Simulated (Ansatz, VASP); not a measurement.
Ni: VASP beside Ansatz

Contents of INCAR:

```
SYSTEM = Ni
PREC     = Accurate       ! precision mode
ENCUT    = 600            ! plane-wave cutoff, eV
EDIFF    = 1E-6           ! SCF threshold, eV
ISMEAR   = -1             ! smearing method
SIGMA    = 0.05           ! smearing width, eV
LREAL    = .FALSE.        ! projectors in reciprocal space
LASPH    = .TRUE.         ! aspherical terms in the spheres
NELM     = 150            ! most SCF steps
ALGO     = Normal         ! electronic algorithm
ISIF     = 3              ! what is computed and relaxed
LWAVE    = .FALSE.        ! write WAVECAR
LCHARG   = .FALSE.        ! write CHGCAR
ISPIN    = 2              ! spin polarisation
MAGMOM   = 0.8 -0.8       ! initial moments
LORBIT   = 11             ! projections on sites
LMAXMIX  = 4              ! l up to which the mixer works
GGA      = RP             ! functional
IBRION   = 2              ! ionic algorithm
NSW      = 80             ! ionic steps
EDIFFG   = -0.01          ! ionic threshold
```

KPOINTS

```
Automatic mesh
0
G
  13 13 9
  0 0 0
```

The input POSCAR:

```
Ni
1.0
    2.4917594441      0.0000000000      0.0000000000
    0.0000000000      2.4917594441      0.0000000000
    0.0000000000      0.0000000000      3.5238800000
Ni
2
Direct
    0.0000000000      0.0000000000      0.0000000000
    0.5000000000      0.5000000000      0.5000000000
```

Input for Ansatz:

```yaml
crystal:
  lattice:
    - [2.4917594441, 0.0, 0.0]
    - [0.0, 2.4917594441, 0.0]
    - [0.0, 0.0, 3.52388]
  atoms:
    - { symbol: Ni, position: [0.0, 0.0, 0.0], spin: 0.8 }
    - { symbol: Ni, position: [0.5, 0.5, 0.5], spin: -0.8 }
hamiltonian:
  xc: rpbe
  pseudopotentials:
    kind: paw
    azcp:
      Ni: "pseudopotentials/Ni.paw.azcp"
basis:
  ecutwfc: 420
  fft_grid_basis: typed
kpoints:
  mp_grid: { grid: [13, 13, 9], shift: [0, 0, 0] }
magnetization:
  spin_polarized: true
scf:
  occupations: { method: fermi_dirac, width: 0.05 }
relax:
  max_steps: 60
  f_tol: 0.01
  cell: {}
```

Alike in both runs: task relaxation of cell and atoms; functional RPBE; k mesh 13 × 13 × 9; occupations fermi-dirac, width 0.05 eV; collinear spin.

|  | VASP | Ansatz |
| --- | --- | --- |
| version | VASP 6.6.1 | Ansatz 0.2.0 |
| potentials or method | VASP PAW PBE potentials, release 64 (Ni), cutoff 600 eV | plane waves (420 eV) with PAW, scalar-relativistic |
| valence electrons in the cell | 20 | 36 |

|  | VASP | Ansatz | Ansatz less VASP |
| --- | --- | --- | --- |
| net moment per atom (μB) | 0.00 | 0.00 | 0.000 |
| size of the moment on the site where the two differ most (μB) | 0.14 | 0.15 | +0.006 |
| relaxed volume (Å³/atom) | 11.16 | 11.15 | -0.008 |
| relaxed length of the cell vector where the two differ most in proportion (Å) | 3.547 | 3.544 | -0.0032 |

VASP's potentials were made for PBE, not for RPBE. Site moments also hang on the region over which each program counts them. VASP's potentials hold 20 valence electrons a cell and Ansatz's 36, so a difference there can come from the potentials and not from the codes.
